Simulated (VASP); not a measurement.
# Fe (P6/mmm) in VASP: notebook

Runs on Fe. Level: PBEsol. Tasks: single point.

All numbers are computed with VASP 6.6.1; they aren't measurements. Logs are shortened: lines on timing, memory, paths and dates and some standing lists are left out, and cuts for length are marked.

**1. The cell of the first run**

The structure is hexagonal, space group P6/mmm (No. 191). The conventional cell has a = 2.418 Å, b = 2.418 Å, c = 2.330 Å, α = 90.00°, β = 90.00°, γ = 120.00°. Fe (site symmetry 6/mmm) has 8 Fe at 2.33 to 2.42 Å within 3.1 Å.

**2. Single point, PBEsol, collinear spin, ferromagnetic start**

File INCAR:

```
PREC = Accurate
ENCUT = 520
EDIFF = 1E-7
ISMEAR = 0
SIGMA = 0.1
LREAL = F
LASPH = T
NELM = 150
ALGO = Normal
ISIF = 2
LWAVE = F
LCHARG = T
ISPIN = 2
MAGMOM = 2.25
LORBIT = 11
LMAXMIX = 4
GGA = PS
LELF = T
LVHAR = T
NBANDS = 14
```

File KPOINTS:

```
Automatic mesh
0
Gamma
  27 27 24
```

File POSCAR:

```
Fe
1.0
    2.4183807339      0.0000000000      0.0000000000
   -1.2091903670      2.0943791516      0.0000000000
    0.0000000000      0.0000000000      2.3304089164
Fe
1
Direct
    0.0000000000      0.0000000000      0.0000000000
```

Potentials or basis: VASP PAW PBE potentials, release 64 (Fe).

Started as:

```console
> cat potpaw_PBE.64/Fe/POTCAR > POTCAR
> mpirun -np 1 vasp_std > vasp.out
```

OUTCAR:

```text
PREC = Accurate
   ENCUT = 520
   EDIFF = 1E-7
   ISMEAR = 0
   LREAL = F
   LASPH = T
   NELM = 150
   ISIF = 2
   ISPIN = 2
   LORBIT = 11
   GGA = PS

 ion  position               nearest neighbor table
   1  0.000  0.000  0.000-

  LATTYP: Found a hexagonal cell.
 ALAT       =     2.4183807339
 C/A-ratio  =     0.9636236692

  Lattice vectors:

 A1 = (   2.4183807339,   0.0000000000,   0.0000000000)
 A2 = (  -1.2091903670,   2.0943791516,   0.0000000000)
 A3 = (   0.0000000000,   0.0000000000,   2.3304089164)

Analysis of symmetry for initial positions (statically):
=====================================================================
 Subroutine PRICEL returns:
 Original cell was already a primitive cell.

 Routine SETGRP: Setting up the symmetry group for a
 hexagonal supercell.

 Subroutine GETGRP returns: Found 24 space group operations
 (whereof 24 operations were pure point group operations)
 out of a pool of 24 trial point group operations.

The static configuration has the point symmetry D_6h.

Analysis of symmetry for dynamics (positions and initial velocities):
=====================================================================
 Subroutine PRICEL returns:
 Original cell was already a primitive cell.

 Routine SETGRP: Setting up the symmetry group for a
 hexagonal supercell.

 Subroutine GETGRP returns: Found 24 space group operations
 (whereof 24 operations were pure point group operations)
 out of a pool of 24 trial point group operations.

The dynamic configuration has the point symmetry D_6h.

Analysis of structural, dynamic, and magnetic symmetry:
=====================================================================
 Subroutine PRICEL returns:
 Original cell was already a primitive cell.

 Routine SETGRP: Setting up the symmetry group for a
 hexagonal supercell.

 Subroutine GETGRP returns: Found 24 space group operations
 (whereof 24 operations were pure point group operations)
 out of a pool of 24 trial point group operations.

The overall configuration has the point symmetry D_6h.

 Subroutine INISYM returns: Found 24 space group operations
 (whereof 24 operations are pure point group operations),
 and found     1 'primitive' translations

----------------------------------------------------------------------------------------

                                     Primitive cell

  volume of cell :      11.8035

  direct lattice vectors                    reciprocal lattice vectors
     2.418380734  0.000000000  0.000000000     0.413499821  0.238734233  0.000000000
    -1.209190367  2.094379152  0.000000000     0.000000000  0.477468466  0.000000000
     0.000000000  0.000000000  2.330408916     0.000000000  0.000000000  0.429109240

  length of vectors
     2.418380734  2.418380734  2.330408916     0.477468466  0.477468466  0.429109240

  position of ions in fractional coordinates (direct lattice)
     0.000000000  0.000000000  0.000000000

  ion indices of the primitive-cell ions
   primitive index   ion index
                 1           1

----------------------------------------------------------------------------------------

 KPOINTS: Automatic mesh

Automatic generation of k-mesh.
 Grid dimensions read from file:
 generate k-points for:   27   27   24

 Generating k-lattice:

  Cartesian coordinates                     Fractional coordinates (reciprocal lattice)
     0.015314808  0.008842009  0.000000000     0.037037037 -0.000000000  0.000000000
     0.000000000  0.017684017  0.000000000     0.000000000  0.037037037  0.000000000
     0.000000000  0.000000000  0.017879552     0.000000000  0.000000000  0.041666667

  Length of vectors
     0.017684017  0.017684017  0.017879552

  Shift w.r.t. Gamma in fractional coordinates (k-lattice)
     0.000000000  0.000000000  0.000000000

 Subroutine IBZKPT returns following result:
 ===========================================

 Found    975 irreducible k-points:

 Following reciprocal coordinates:
            Coordinates               Weight
  0.000000  0.000000  0.000000      1.000000
  0.037037 -0.000000  0.000000      6.000000
  0.074074 -0.000000  0.000000      6.000000
  0.111111 -0.000000  0.000000      6.000000
  0.148148  0.000000  0.000000      6.000000
  0.185185 -0.000000  0.000000      6.000000
[... 16 lines left out ...]
  0.333333  0.037037  0.000000     12.000000
  0.370370  0.037037  0.000000     12.000000
 [... further k-points ...]
   k-points           NKPTS =    975   k-points in BZ     NKDIM =    975   number of bands    NBANDS=     14
   number of dos      NEDOS =    301   number of ions     NIONS =      1
   total plane-waves  NPLWV =   5832
   dimension x,y,z NGX =    18 NGY =   18 NGZ =   18
   dimension x,y,z NGXF=    36 NGYF=   36 NGZF=   36
   ions per type =               1
   NGX,Y,Z   is equivalent  to a cutoff of  12.37, 12.37, 12.84 a.u.
   NGXF,Y,Z  is equivalent  to a cutoff of  24.75, 24.75, 25.68 a.u.
 SYSTEM =  unknown system
   PREC   = accura    normal or accurate (medium, high low for compatibility)
   ISTART =      0    job   : 0-new  1-cont  2-samecut
   ICHARG =      2    charge: 1-file 2-atom 10-const
   ISPIN  =      2    spin polarized calculation?
   LNONCOLLINEAR =      F non collinear calculations
   LSORBIT =      F    spin-orbit coupling
   LASPH  =      T    aspherical Exc in radial PAW
   ENCUT  =  520.0 eV  38.22 Ry    6.18 a.u.   4.50  4.50  4.33*2*pi/ulx,y,z
   NELM   =    150;   NELMIN=  2; NELMDL= -5     # of ELM steps
   EDIFF  = 0.1E-06   stopping-criterion for ELM
   LREAL  =      F    real-space projection
   EDIFFG = 0.1E-05   stopping-criterion for IOM
   NSW    =      0    number of steps for IOM
   IBRION =     -1    ionic relax: 0-MD 1-quasi-New 2-CG
   NFREE  =      0    steps in history (QN), initial steepest desc. (CG)
   ISIF   =      2    stress and relaxation
   ISYM   =      2    0-nonsym 1-usesym 2-fastsym
   POTIM  = 0.5000    time-step for ionic-motion
   TEBEG  =    0.0;   TEEND  =   0.0 temperature during run
   PSTRESS=    0.0 pullay stress
   NELECT =       8.0000    total number of electrons
   NUPDOWN=      -1.0000    fix difference up-down
   EMIN   =  10.00;   EMAX   =-10.00  energy-range for DOS
   EFERMI =   0.00;   METHOD = LEGACY
   ISMEAR =     0;   SIGMA  =   0.10  broadening in eV -4-tet -1-fermi 0-gaus
   EFERMI_NEDOS =   21; number of points for ismear=-14 and -15
   IALGO  =     38    algorithm
   IMIX   =      4    mixing-type and parameters
     AMIX     =   0.40;   BMIX     =  1.00
     AMIX_MAG =   1.60;   BMIX_MAG =  1.00
  volume/ion in A,a.u.               =      11.80        79.65
  Fermi-wavevector in a.u.,A,eV,Ry     =   1.438028  2.717480 28.135836  2.067926
  Thomas-Fermi vector in A             =   2.557041
   LORBIT       =     11    0 simple, 1 ext, 2 COOP (PROOUT), +10 PAW based schemes
   GGA     = PS    functional components
   LHFCALC =     F    Hartree Fock is set to
   AEXX    =    0.0000 exact exchange contribution
   IVDW    =     0    specifies the selected vdW correction
   LEPSILON=     F    determine dielectric tensor
   LRPA    =     F    only Hartree local field effects (RPA)
 spin polarized calculation
 Gauss-broadening in eV      SIGMA  =   0.10
  energy-cutoff  :      520.00
  volume of cell :       11.80
 maximum number of plane-waves:       332
 NGX is ok and might be reduce to    18
   NGX =  9   NGY =  9   NGZ =  9

 number of electron       8.0000004 magnetization       2.2137887

 Free energy of the ion-electron system (eV)
  ---------------------------------------------------
  ext. energy  EPLUGINS =         0.00000000
  ---------------------------------------------------
  free energy    TOTEN  =        -8.39060824 eV

  energy without entropy =       -8.38465835  energy(sigma->0) =       -8.38763330

 E-fermi :   5.5706     XC(G=0): -13.0018

 val. band max:        5.5703811190   @ k =   0.4815   0.0370   0.3750
 cond. band min:       5.5706597481   @ k =   0.2593   0.0370   0.4167
 fundamental gap:      0.0002786290
 Fermi energy:         5.5705929950

 spin component 1

 k-point     1 :       0.0000    0.0000    0.0000
  band No.  band energies     occupation
      1      -2.9855      1.00000
      2       1.3370      1.00000
      3       3.2415      1.00000
      4       3.2415      1.00000
      5       5.1175      1.00000
      6       5.1175      1.00000
      7      24.3361      0.00000
      8      27.8115      0.00000
      9      29.7442      0.00000
     10      32.1491      0.00000
     11      32.1491      0.00000
     12      33.8574      0.00000
     13      33.8574      0.00000
     14      41.3304      0.00000

 k-point     2 :       0.0370   -0.0000    0.0000
  band No.  band energies     occupation
      1      -2.9329      1.00000
      2       1.3522      1.00000
      3       3.2164      1.00000
      4       3.2703      1.00000
      5       5.0958      1.00000
      6       5.1136      1.00000
      7      24.4106      0.00000
      8      27.6059      0.00000
      9      29.7283      0.00000
     10      31.3957      0.00000
     11      31.4928      0.00000
     12      34.5605      0.00000
     13      34.6978      0.00000
     14      41.6390      0.00000
[... 343 lines left out ...]
      1       0.3239      1.00000
      2       1.7888      1.00000
      3       3.4232      1.00000
      4       3.9693      1.00000
      5       4.8797      1.00000
      6       5.2518      1.00000
      7      15.3153      0.00000
      8      23.1381      0.00000
      9      29.0038      0.00000
     10      30.0784      0.00000
     11      30.4906      0.00000
     12      39.6440      0.00000
     13      41.8340      0.00000
     14      44.2013      0.00000

 k-point    24 :       0.3704    0.0370    0.0000
  band No.  band energies     occupation
      1       0.4906      1.00000
      2       1.8722      1.00000
      3       3.8627      1.00000
      4       3.9136      1.00000
      5       4.8552      1.00000
      6       5.5266      0.73290
      7      13.9910      0.00000
      8      22.6552      0.00000
      9      28.9241      0.00000
     10      30.5948      0.00000
     11      31.1281      0.00000
     12      38.4024      0.00000
     13      40.9557      0.00000
     14      44.7885      0.00000

 [... further k-points ...]

 spin component 2

 k-point     1 :       0.0000    0.0000    0.0000
  band No.  band energies     occupation
      1      -2.6111      1.00000
      2       2.7233      1.00000
      3       5.1803      1.00000
      4       5.1803      1.00000
      5       8.0097      0.00000
      6       8.0097      0.00000
      7      24.9893      0.00000
      8      27.7706      0.00000
      9      30.2690      0.00000
     10      33.0287      0.00000
     11      33.0287      0.00000
     12      34.4202      0.00000
     13      34.4202      0.00000
     14      41.7299      0.00000

 k-point     2 :       0.0370   -0.0000    0.0000
  band No.  band energies     occupation
      1      -2.5584      1.00000
      2       2.7397      1.00000
      3       5.1491      1.00000
      4       5.2115      1.00000
      5       7.9833      0.00000
      6       8.0052      0.00000
      7      25.0681      0.00000
      8      27.6122      0.00000
      9      30.2613      0.00000
     10      32.1803      0.00000
     11      32.2937      0.00000
     12      35.2011      0.00000
     13      35.2874      0.00000
     14      42.0582      0.00000
[... 343 lines left out ...]
      1       1.1110      1.00000
      2       3.2574      1.00000
      3       4.5523      1.00000
      4       6.6566      0.00000
      5       7.3546      0.00000
      6       7.7372      0.00000
      7      16.3001      0.00000
      8      23.7742      0.00000
      9      29.6722      0.00000
     10      30.6396      0.00000
     11      30.8912      0.00000
     12      40.2688      0.00000
     13      42.0381      0.00000
     14      44.7288      0.00000

 k-point    24 :       0.3704    0.0370    0.0000
  band No.  band energies     occupation
      1       1.4918      1.00000
      2       3.2929      1.00000
      3       4.8118      1.00000
      4       6.5345      0.00000
      5       7.6347      0.00000
      6       7.7092      0.00000
      7      15.0757      0.00000
      8      23.2709      0.00000
      9      29.6012      0.00000
     10      30.7134      0.00000
     11      31.9407      0.00000
     12      39.0706      0.00000
     13      41.1875      0.00000
     14      45.2682      0.00000

 [... further k-points ...]

------------------------ aborting loop because EDIFF is reached ----------------------------------------

  FORCE on cell =-STRESS in cart. coord.  units (eV):
  Direction    XX          YY          ZZ          XY          YZ          ZX
  --------------------------------------------------------------------------------------
  -------------------------------------------------------------------------------------
  Total        0.0062980      0.0062980     -0.0432056     -0.0000000      0.0000000      0.0000000
  in kB        0.8548738      0.8548738     -5.8645951     -0.0000000      0.0000000      0.0000000
  external PRESSURE =      -1.3849492 kB  Pullay stress =       0.0000000 kB

 VOLUME and BASIS-vectors are now :
 -----------------------------------------------------------------------------
  energy-cutoff  :      520.00
  volume of cell :       11.80
      direct lattice vectors                 reciprocal lattice vectors
     2.418380734  0.000000000  0.000000000     0.413499821  0.238734233  0.000000000
    -1.209190367  2.094379152  0.000000000     0.000000000  0.477468466  0.000000000
     0.000000000  0.000000000  2.330408916     0.000000000  0.000000000  0.429109240

 POSITION                                       TOTAL-FORCE (eV/Angst)
 -----------------------------------------------------------------------------------
      0.00000      0.00000      0.00000         0.000000      0.000000      0.000000
 -----------------------------------------------------------------------------------
    total drift:                                0.000000      0.000000      0.000000

  FREE ENERGIE OF THE ION-ELECTRON SYSTEM (eV)
  ---------------------------------------------------
  free  energy   TOTEN  =        -8.3906082400 eV

  energy  without entropy=       -8.3846583507  energy(sigma->0) =       -8.38763330

 total charge

# of ion       s       p       d       tot
------------------------------------------
    1        0.515   0.507   6.293   7.314

 magnetization (x)

# of ion       s       p       d       tot
------------------------------------------
    1        0.002  -0.009   2.196   2.189
```

Run time: 2 min. Hardware: 1 thread of Intel Xeon 6975P-C (Granite Rapids), shared host; peak memory 0.33 GiB.

Results:

```yaml
Free_energy: -8.3906 eV
Pressure: -0.1 GPa
Net_moment: 2.21 μB per cell
Site_moments: Fe +2.19 μB
Valence_electrons_inside_the_program's_atomic_spheres: Fe 7.31
```

Caveat: the PAW data sets were made with another functional, which shifts forces and pressure a little.

[end of part 1 of 2]
